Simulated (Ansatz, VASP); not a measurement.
**PbO: VASP beside Ansatz**

Contents of POSCAR:

```
PbO
1.0
   -0.1643965890      2.5583715882      2.5583715882
    2.5583715882     -0.1643965890      2.5583715882
    2.5583715882      2.5583715882     -0.1643965890
Pb O
1 1
Direct
    0.0000000000      0.0000000000      0.0000000000
    0.5000000000      0.5000000000      0.5000000000
```

File INCAR.step1:

```
PREC = Accurate
ENCUT = 520
ISMEAR = -1
SIGMA = 0.02
LREAL = F
LASPH = T
NELM = 100
NBANDS = 17
GGA = PE
ALGO = Normal
EDIFF = 1E-4
LWAVE = T
LCHARG = F
```

The input INCAR.step2:

```
PREC = Accurate
ENCUT = 520
EDIFF = 1E-6
ISMEAR = -1
SIGMA = 0.02
LREAL = F
LASPH = T
NELM = 100
ALGO = Normal
ISIF = 2
LWAVE = F
LCHARG = F
METAGGA = R2SCAN
LMIXTAU = T
NBANDS = 17
ISTART = 1
```

Contents of KPOINTS:

```
regular mesh
0
Gamma
  8 8 8
```

Input for Ansatz:

```yaml
crystal:
  lattice:
    - [-0.164396589, 2.5583715882, 2.5583715882]
    - [2.5583715882, -0.164396589, 2.5583715882]
    - [2.5583715882, 2.5583715882, -0.164396589]
  atoms:
    - { symbol: Pb, position: [0.0, 0.0, 0.0] }
    - { symbol: O, position: [0.5, 0.5, 0.5] }
kpoints:
  mp_grid: { grid: [8, 8, 8] }
  band_path:
    path:
      - [0.0, 0.0, 0.0]
      - [0.5, 0.0, 0.5]
      - [0.625, 0.25, 0.625]
      - [0.375, 0.375, 0.75]
      - [0.5, 0.5, 0.5]
      - [0.5, 0.25, 0.75]
      - [0.5, 0.45, 0.55]
      - [-0.048177, 0.023438, 0.491536]
      - [0.460856, 0.469889, -0.455811]
    npoints: 1
hamiltonian:
  xc: r2scan
scf:
  occupations: { method: fermi_dirac, width: 0.02 }
  n_extra_bands: 4
output:
  forces: true
  stress: true
  eigenvalues: true
```

Change from the starting cell: epitaxial_111 strain +4.5%.

Alike in both runs: task single point; functional r2SCAN; k mesh 8 × 8 × 8; occupations fermi-dirac, width 0.02 eV; no spin polarisation.

|  | VASP | Ansatz |
| --- | --- | --- |
| version | VASP 6.6.1 | Ansatz 0.2.0 |
| potentials or method | VASP PAW PBE potentials, release 64 (Pb_d, O) | plane waves, PAW |
| plane-wave cutoff (eV) | 520 | 500 |
| valence electrons in the cell | 20 | 20 |

```csv
,VASP,Ansatz,Ansatz less VASP
pressure (GPa),-3.5,-3.6,-0.10
"traceless stress, the component that is largest in VASP (GPa)",1.83,1.83,+0.003
```

VASP's potentials were made for PBE, not for r2SCAN.

Neither program's run includes spin-orbit coupling.
